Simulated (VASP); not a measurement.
Write the native input for VASP 6.6.1 that does the following.

```yaml
Task: single point
Functional: PBEsol
Potentials_or_basis: VASP PAW PBE potentials, release 64 (K_sv, Mg, F)
Cutoff: 520 eV
k_mesh: 6 × 6 × 6
Occupations: gaussian, width 0.05 eV
Spin: no spin polarisation
Dipole_correction: no
Further_INCAR_settings: ALGO = Normal; EDIFF = 1e-07; NBANDS = 24
```

The structure of KMgF3 lies in POSCAR:

```
KMgF3
1.0
    3.9859000000      0.0000000000      0.0000000000
    0.0000000000      3.9859000000      0.0000000000
    0.0000000000      0.0000000000      3.6670280000
K Mg F
1 1 3
Direct
    0.5000000000      0.5000000000      0.5000000000
    0.0000000000      0.0000000000      0.0000000000
    0.5000000000      0.0000000000      0.0000000000
    0.0000000000      0.5000000000      0.0000000000
    0.0000000000      0.0000000000      0.5000000000
```

This cell differs from its parent crystal: strain +0.000 along x and y, -0.080 along z.

These files were run (other wordings do the same):

INCAR

```
SYSTEM = KMgF3
PREC = Accurate
ENCUT = 520
EDIFF = 1E-7
ISMEAR = 0
SIGMA = 0.05
LREAL = .False.
LASPH = .True.
NELM = 80
ALGO = Normal
ISIF = 2
LWAVE = .False.
LCHARG = .True.
GGA = PS
LELF = .True.
LVHAR = .True.
NBANDS = 24
```

KPOINTS

```
Automatic mesh
0
Gamma
  6 6 6
  0 0 0
```

Potentials or basis: VASP PAW PBE potentials, release 64 (K_sv, Mg, F).

Run with:

```sh
$ cat potpaw_PBE.64/K_sv/POTCAR potpaw_PBE.64/Mg/POTCAR potpaw_PBE.64/F/POTCAR > POTCAR
$ mpirun -np 1 vasp_std > vasp.out
```

It gave:

| Quantity | Value |
| --- | --- |
| Pressure | 8.5 GPa |
| Band gap on the k mesh | 7.72 eV, indirect (least direct gap 8.05 eV) |

Caveat: the cell differs from its parent crystal (strain +0.000 along x and y, -0.080 along z); the PAW data sets were made with another functional, which shifts forces and pressure a little.

Run time: 21 s on 1 thread of AMD EPYC 9R45 (Zen 5) (shared host), peak memory 0.16 GiB.
